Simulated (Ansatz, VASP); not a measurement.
# Ti in VASP and in Ansatz

Contents of INCAR:

```
SYSTEM = Ti
ALGO = Normal
EDIFF = 1E-8
ENCUT = 520
GGA = PE
ISIF = 2
ISMEAR = -1
LASPH = .TRUE.
LCHARG = .FALSE.
LEFG = .TRUE.
LREAL = .FALSE.
LWAVE = .FALSE.
NBANDS = 12
NELM = 80
PREC = Accurate
SIGMA = 0.03
```

The input KPOINTS:

```
k-points
0
G
  14 14 14
  0 0 0
```

POSCAR

```
Ti
1.0
    0.0000000000      2.0545745385      2.0545745385
    2.0545745385      0.0000000000      2.0545745385
    2.0545745385      2.0545745385      0.0000000000
Ti
1
Direct
    0.0000000000      0.0000000000      0.0000000000
```

Input for Ansatz:

```yaml
crystal:
  lattice:
    - [0.0, 2.0545745385, 2.0545745385]
    - [2.0545745385, 0.0, 2.0545745385]
    - [2.0545745385, 2.0545745385, 0.0]
  atoms:
    - { symbol: Ti, position: [0.0, 0.0, 0.0] }
kpoints:
  mp_grid: { grid: [14, 14, 14] }
  band_path:
    path:
      - [0.0, 0.0, 0.0]
      - [0.5, 0.0, 0.5]
      - [0.625, 0.25, 0.625]
      - [0.375, 0.375, 0.75]
      - [0.0, 0.0, 0.0]
      - [0.5, 0.5, 0.5]
      - [0.5, 0.25, 0.75]
      - [0.5, 0.0, 0.5]
    npoints: 5
scf:
  occupations: { method: fermi_dirac, width: 0.03 }
hamiltonian:
  xc: pbe
  pseudopotentials: { kind: paw }
output:
  forces: true
  stress: true
  eigenvalues: true
  efg: { contact_densities: true }
  write_density: true
  write_potential: true
  elf: true
  volumetric_format: npy
```

Alike in both runs: task electric field gradients; functional PBE; k mesh 14 × 14 × 14; occupations fermi-dirac, width 0.03 eV; no spin polarisation.

|  | VASP | Ansatz |
| --- | --- | --- |
| version | VASP 6.6.1 | Ansatz 0.2.0 |
| potentials or method | VASP PAW PBE potentials, release 64 (Ti_sv) | PAW with Ansatz's default frozen-core files, scalar-relativistic |
| plane-wave cutoff (eV) | 520 | 420 |
| valence electrons in the cell | 12 | 12 |

```tsv
	VASP	Ansatz	Ansatz less VASP
pressure (GPa)	0.0	0.2	+0.27
```

The functional is the same, so the differences come from potentials, cutoffs and numerics.
